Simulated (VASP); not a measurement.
# Cu (Fm-3m) in VASP: single point with LDA

Aim: the single point of Cu with LDA.

All numbers are computed with VASP 6.6.1; they aren't measurements. Logs are shortened: lines on timing, memory, paths and dates and some standing lists are left out, and cuts for length are marked.

### 1 The cell of the first run

The structure is cubic, space group Fm-3m (No. 225). Conventional cell: a = 3.518 Å, b = 3.518 Å, c = 3.518 Å, α = 90.00°, β = 90.00°, γ = 90.00°. Within 3.3 Å of Cu (site symmetry m-3m) lie 12 Cu at 2.49 Å.

### 2 Single point, LDA

INCAR reads:

```
SYSTEM = Cu
PREC = Accurate ; ENCUT = 700
EDIFF = 1E-6 ; ISMEAR = 0
SIGMA = 0.1 ; LREAL = .FALSE.
LASPH = .TRUE. ; NELM = 120
ALGO = Normal ; ISIF = 2
LWAVE = .FALSE. ; LCHARG = .FALSE.
GGA = CA ; NBANDS = 16
GGA_COMPAT = .FALSE.
```

KPOINTS reads:

```
regular mesh
0
G
  20 20 20
  0 0 0
```

POSCAR reads:

```
Cu
1.0
    0.0000000000      1.7589767718      1.7589767718
    1.7589767718      0.0000000000      1.7589767718
    1.7589767718      1.7589767718      0.0000000000
Cu
1
Direct
    0.0000000000      0.0000000000      0.0000000000
```

Potentials or basis: VASP PAW LDA potentials, release 64 (Cu_sv_GW).

Launch:

```console
$ cat potpaw_LDA.64/Cu_sv_GW/POTCAR > POTCAR
$ mpirun -np 1 vasp_std > vasp.out
```

OUTCAR:

```text
SYSTEM = Cu
   PREC = Accurate
   ENCUT = 700
   EDIFF = 1E-6
   ISMEAR = 0
   LREAL = .FALSE.
   LASPH = .TRUE.
   NELM = 120
   ISIF = 2
   GGA = CA

 ion  position               nearest neighbor table
   1  0.000  0.000  0.000-

  LATTYP: Found a face centered cubic cell.
 ALAT       =     3.5179535436

  Lattice vectors:

 A1 = (   0.0000000000,   1.7589767718,   1.7589767718)
 A2 = (   1.7589767718,   0.0000000000,   1.7589767718)
 A3 = (   1.7589767718,   1.7589767718,   0.0000000000)

Analysis of symmetry for initial positions (statically):
=====================================================================
 Subroutine PRICEL returns:
 Original cell was already a primitive cell.

 Routine SETGRP: Setting up the symmetry group for a
 face centered cubic supercell.

 Subroutine GETGRP returns: Found 48 space group operations
 (whereof 48 operations were pure point group operations)
 out of a pool of 48 trial point group operations.

The static configuration has the point symmetry O_h .

Analysis of symmetry for dynamics (positions and initial velocities):
=====================================================================
 Subroutine PRICEL returns:
 Original cell was already a primitive cell.

 Routine SETGRP: Setting up the symmetry group for a
 face centered cubic supercell.

 Subroutine GETGRP returns: Found 48 space group operations
 (whereof 48 operations were pure point group operations)
 out of a pool of 48 trial point group operations.

The dynamic configuration has the point symmetry O_h .

 Subroutine INISYM returns: Found 48 space group operations
 (whereof 48 operations are pure point group operations),
 and found     1 'primitive' translations

----------------------------------------------------------------------------------------

                                     Primitive cell

  volume of cell :      10.8845

  direct lattice vectors                    reciprocal lattice vectors
     0.000000000  1.758976772  1.758976772    -0.284256170  0.284256170  0.284256170
     1.758976772  0.000000000  1.758976772     0.284256170 -0.284256170  0.284256170
     1.758976772  1.758976772  0.000000000     0.284256170  0.284256170 -0.284256170

  length of vectors
     2.487568807  2.487568807  2.487568807     0.492346129  0.492346129  0.492346129

  position of ions in fractional coordinates (direct lattice)
     0.000000000  0.000000000  0.000000000

  ion indices of the primitive-cell ions
   primitive index   ion index
                 1           1

----------------------------------------------------------------------------------------

 KPOINTS: regular mesh

Automatic generation of k-mesh.
 Grid dimensions read from file:
 generate k-points for:   20   20   20

 Generating k-lattice:

  Cartesian coordinates                     Fractional coordinates (reciprocal lattice)
    -0.014212808  0.014212808  0.014212808     0.050000000  0.000000000  0.000000000
     0.014212808 -0.014212808  0.014212808     0.000000000  0.050000000  0.000000000
     0.014212808  0.014212808 -0.014212808     0.000000000  0.000000000  0.050000000

  Length of vectors
     0.024617306  0.024617306  0.024617306

  Shift w.r.t. Gamma in fractional coordinates (k-lattice)
     0.000000000  0.000000000  0.000000000

 Subroutine IBZKPT returns following result:
 ===========================================

 Found    256 irreducible k-points:

 Following reciprocal coordinates:
            Coordinates               Weight
  0.000000  0.000000  0.000000      1.000000
  0.050000  0.000000  0.000000      8.000000
  0.100000  0.000000  0.000000      8.000000
  0.150000  0.000000  0.000000      8.000000
  0.200000  0.000000  0.000000      8.000000
  0.250000  0.000000  0.000000      8.000000
[... 16 lines left out ...]
 -0.400000  0.050000  0.000000     24.000000
 -0.350000  0.050000  0.000000     24.000000
 [... further k-points ...]
   k-points           NKPTS =    256   k-points in BZ     NKDIM =    256   number of bands    NBANDS=     16
   number of dos      NEDOS =    301   number of ions     NIONS =      1
   total plane-waves  NPLWV =  13824
   dimension x,y,z NGX =    24 NGY =   24 NGZ =   24
   dimension x,y,z NGXF=    48 NGYF=   48 NGZF=   48
   ions per type =               1
   NGX,Y,Z   is equivalent  to a cutoff of  16.04, 16.04, 16.04 a.u.
   NGXF,Y,Z  is equivalent  to a cutoff of  32.08, 32.08, 32.08 a.u.
 SYSTEM =  Cu
   PREC   = accura    normal or accurate (medium, high low for compatibility)
   ISTART =      0    job   : 0-new  1-cont  2-samecut
   ICHARG =      2    charge: 1-file 2-atom 10-const
   ISPIN  =      1    spin polarized calculation?
   LNONCOLLINEAR =      F non collinear calculations
   LSORBIT =      F    spin-orbit coupling
   LASPH  =      T    aspherical Exc in radial PAW
   ENCUT  =  700.0 eV  51.45 Ry    7.17 a.u.   5.37  5.37  5.37*2*pi/ulx,y,z
   NELM   =    120;   NELMIN=  2; NELMDL= -5     # of ELM steps
   EDIFF  = 0.1E-05   stopping-criterion for ELM
   LREAL  =      F    real-space projection
   EDIFFG = 0.1E-04   stopping-criterion for IOM
   NSW    =      0    number of steps for IOM
   IBRION =     -1    ionic relax: 0-MD 1-quasi-New 2-CG
   NFREE  =      0    steps in history (QN), initial steepest desc. (CG)
   ISIF   =      2    stress and relaxation
   ISYM   =      2    0-nonsym 1-usesym 2-fastsym
   POTIM  = 0.5000    time-step for ionic-motion
   TEBEG  =    0.0;   TEEND  =   0.0 temperature during run
   PSTRESS=    0.0 pullay stress
   NELECT =      19.0000    total number of electrons
   NUPDOWN=      -1.0000    fix difference up-down
   EMIN   =  10.00;   EMAX   =-10.00  energy-range for DOS
   EFERMI =   0.00;   METHOD = LEGACY
   ISMEAR =     0;   SIGMA  =   0.10  broadening in eV -4-tet -1-fermi 0-gaus
   EFERMI_NEDOS =   21; number of points for ismear=-14 and -15
   IALGO  =     38    algorithm
   IMIX   =      4    mixing-type and parameters
     AMIX     =   0.40;   BMIX     =  1.00
     AMIX_MAG =   1.60;   BMIX_MAG =  1.00
  volume/ion in A,a.u.               =      10.88        73.45
  Fermi-wavevector in a.u.,A,eV,Ry     =   1.971163  3.724958 52.865227  3.885485
  Thomas-Fermi vector in A             =   2.993748
   LORBIT       =      0    0 simple, 1 ext, 2 COOP (PROOUT), +10 PAW based schemes
   GGA     = CA    functional components
   LHFCALC =     F    Hartree Fock is set to
   AEXX    =    0.0000 exact exchange contribution
   IVDW    =     0    specifies the selected vdW correction
   LEPSILON=     F    determine dielectric tensor
   LRPA    =     F    only Hartree local field effects (RPA)
 non-spin polarized calculation
 Gauss-broadening in eV      SIGMA  =   0.10
  energy-cutoff  :      700.00
  volume of cell :       10.88
 maximum number of plane-waves:       471
 NGX is ok and might be reduce to    24
   NGX = 11   NGY = 11   NGZ = 11

 number of electron      18.9999999 magnetization

 Free energy of the ion-electron system (eV)
  ---------------------------------------------------
  ext. energy  EPLUGINS =         0.00000000
  ---------------------------------------------------
  free energy    TOTEN  =        -4.85706176 eV

  energy without entropy =       -4.85577204  energy(sigma->0) =       -4.85641690

 E-fermi :   8.2249     XC(G=0): -14.3616

 val. band max:        8.1758005616   @ k =   0.5000   0.3000   0.1500
 cond. band min:       8.2293471103   @ k =  -0.4500   0.1000   0.0000
 fundamental gap:      0.0535465487
 Fermi energy:         8.2248549703

 k-point     1 :       0.0000    0.0000    0.0000
  band No.  band energies     occupation
      1    -103.4473      2.00000
      2     -61.3330      2.00000
      3     -61.3330      2.00000
      4     -61.3330      2.00000
      5      -1.8035      2.00000
      6       4.9314      2.00000
[... 8 lines left out ...]
     15      37.2099      0.00000
     16      37.2099      0.00000

 k-point     2 :       0.0500    0.0000    0.0000
  band No.  band energies     occupation
      1    -103.4468      2.00000
      2     -61.3368      2.00000
      3     -61.3336      2.00000
      4     -61.3336      2.00000
      5      -1.7066      2.00000
      6       4.9086      2.00000
[... 8 lines left out ...]
     15      37.6551      0.00000
     16      37.6551      0.00000

 k-point     3 :       0.1000    0.0000    0.0000
  band No.  band energies     occupation
      1    -103.4454      2.00000
      2     -61.3482      2.00000
      3     -61.3353      2.00000
      4     -61.3353      2.00000
      5      -1.4190      2.00000
      6       4.8452      2.00000
[... 8 lines left out ...]
     15      38.6135      0.00000
     16      38.6135      0.00000

 k-point     4 :       0.1500    0.0000    0.0000
  band No.  band energies     occupation
      1    -103.4436      2.00000
      2     -61.3655      2.00000
      3     -61.3385      2.00000
      4     -61.3385      2.00000
      5      -0.9500      2.00000
      6       4.7570      2.00000
[... 8 lines left out ...]
     15      39.1462      0.00000
     16      39.5036      0.00000

 k-point     5 :       0.2000    0.0000    0.0000
  band No.  band energies     occupation
      1    -103.4402      2.00000
      2     -61.3868      2.00000
      3     -61.3412      2.00000
      4     -61.3412      2.00000
      5      -0.3195      2.00000
      6       4.6715      2.00000
[... 8 lines left out ...]
     15      39.1727      0.00000
     16      39.1755      0.00000

 k-point     6 :       0.2500    0.0000    0.0000
  band No.  band energies     occupation
      1    -103.4368      2.00000
      2     -61.4104      2.00000
      3     -61.3448      2.00000
      4     -61.3448      2.00000
      5       0.4334      2.00000
      6       4.6328      2.00000
[... 8 lines left out ...]
     15      38.0093      0.00000
     16      38.0093      0.00000

 k-point     7 :       0.3000    0.0000    0.0000
  band No.  band energies     occupation
      1    -103.4336      2.00000
      2     -61.4328      2.00000
      3     -61.3491      2.00000
      4     -61.3491      2.00000
      5       1.2295      2.00000
      6       4.7180      2.00000
[... 8 lines left out ...]
     15      36.8426      0.00000
     16      36.8426      0.00000

 k-point     8 :       0.3500    0.0000    0.0000
  band No.  band energies     occupation
      1    -103.4302      2.00000
      2     -61.4534      2.00000
      3     -61.3521      2.00000
      4     -61.3521      2.00000
      5       1.9241      2.00000
      6       5.0058      2.00000
[... 8 lines left out ...]
     15      35.8511      0.00000
     16      35.8511      0.00000

 k-point     9 :       0.4000    0.0000    0.0000
  band No.  band energies     occupation
      1    -103.4281      2.00000
      2     -61.4710      2.00000
      3     -61.3546      2.00000
      4     -61.3546      2.00000
      5       2.3689      2.00000
      6       4.9490      2.00000
[... 8 lines left out ...]
     15      35.0967      0.00000
     16      35.0967      0.00000
[... 172 lines left out ...]
 k-point    19 :       0.4000    0.0500    0.0000
  band No.  band energies     occupation
      1    -103.4280      2.00000
      2     -61.4646      2.00000
      3     -61.3558      2.00000
      4     -61.3540      2.00000
      5       2.3141      2.00000
      6       4.9291      2.00000
[... 8 lines left out ...]
     15      35.4658      0.00000
     16      36.6894      0.00000

 k-point    20 :       0.4500    0.0500    0.0000
  band No.  band energies     occupation
      1    -103.4264      2.00000
      2     -61.4779      2.00000
      3     -61.3572      2.00000
      4     -61.3565      2.00000
      5       2.5813      2.00000
      6       4.8810      2.00000
[... 8 lines left out ...]
     15      35.4308      0.00000
     16      35.9355      0.00000

 k-point    21 :       0.5000    0.0500    0.0000
  band No.  band energies     occupation
      1    -103.4253      2.00000
      2     -61.4836      2.00000
      3     -61.3580      2.00000
      4     -61.3573      2.00000
      5       2.6735      2.00000
      6       4.8604      2.00000
[... 8 lines left out ...]
     15      35.3588      0.00000
     16      35.5513      0.00000

 k-point    22 :      -0.4500    0.0500    0.0000
  band No.  band energies     occupation
      1    -103.4256      2.00000
      2     -61.4825      2.00000
      3     -61.3587      2.00000
      4     -61.3565      2.00000
      5       2.6569      2.00000
      6       4.8694      2.00000
[... 8 lines left out ...]
     15      34.9659      0.00000
     16      35.8217      0.00000

 k-point    23 :      -0.4000    0.0500    0.0000
  band No.  band energies     occupation
      1    -103.4268      2.00000
      2     -61.4742      2.00000
      3     -61.3580      2.00000
      4     -61.3545      2.00000
      5       2.5175      2.00000
      6       4.9063      2.00000
[... 8 lines left out ...]
     15      34.7748      0.00000
     16      36.2207      0.00000

 k-point    24 :      -0.3500    0.0500    0.0000
  band No.  band energies     occupation
      1    -103.4287      2.00000
      2     -61.4589      2.00000
      3     -61.3563      2.00000
      4     -61.3515      2.00000
      5       2.1691      2.00000
      6       4.9646      2.00000
[... 8 lines left out ...]
     15      34.8456      0.00000
     16      36.7002      0.00000

 [... further k-points ...]

------------------------ aborting loop because EDIFF is reached ----------------------------------------

  FORCE on cell =-STRESS in cart. coord.  units (eV):
  Direction    XX          YY          ZZ          XY          YZ          ZX
  --------------------------------------------------------------------------------------
  -------------------------------------------------------------------------------------
  Total       -0.2953889     -0.2953889     -0.2953889      0.0000000      0.0000000      0.0000000
  in kB      -43.4804850    -43.4804850    -43.4804850      0.0000000      0.0000000      0.0000000
  external PRESSURE =     -43.4804850 kB  Pullay stress =       0.0000000 kB

 VOLUME and BASIS-vectors are now :
 -----------------------------------------------------------------------------
  energy-cutoff  :      700.00
  volume of cell :       10.88
      direct lattice vectors                 reciprocal lattice vectors
     0.000000000  1.758976772  1.758976772    -0.284256170  0.284256170  0.284256170
     1.758976772  0.000000000  1.758976772     0.284256170 -0.284256170  0.284256170
     1.758976772  1.758976772  0.000000000     0.284256170  0.284256170 -0.284256170

 POSITION                                       TOTAL-FORCE (eV/Angst)
 -----------------------------------------------------------------------------------
      0.00000      0.00000      0.00000        -0.000000     -0.000000     -0.000000
 -----------------------------------------------------------------------------------
    total drift:                               -0.000000      0.000000     -0.000000

  FREE ENERGIE OF THE ION-ELECTRON SYSTEM (eV)
  ---------------------------------------------------
  free  energy   TOTEN  =        -4.8570617563 eV

  energy  without entropy=       -4.8557720397  energy(sigma->0) =       -4.85641690
```

Wall time 72 s (1 thread of Intel Xeon Platinum 8259CL at 2.50GHz (Skylake/Cascade Lake), shared host); peak memory 0.2 GiB.

Results:

```yaml
Free_energy: -4.8571 eV
Pressure: -4.3 GPa
Band_gap_on_the_k_mesh: zero (an odd number of electrons rules out a gap without spin polarisation)
```

Caveat: the cell stands under tension.

The gap in the log of VASP goes by the Fermi energy; the results here count the filled bands.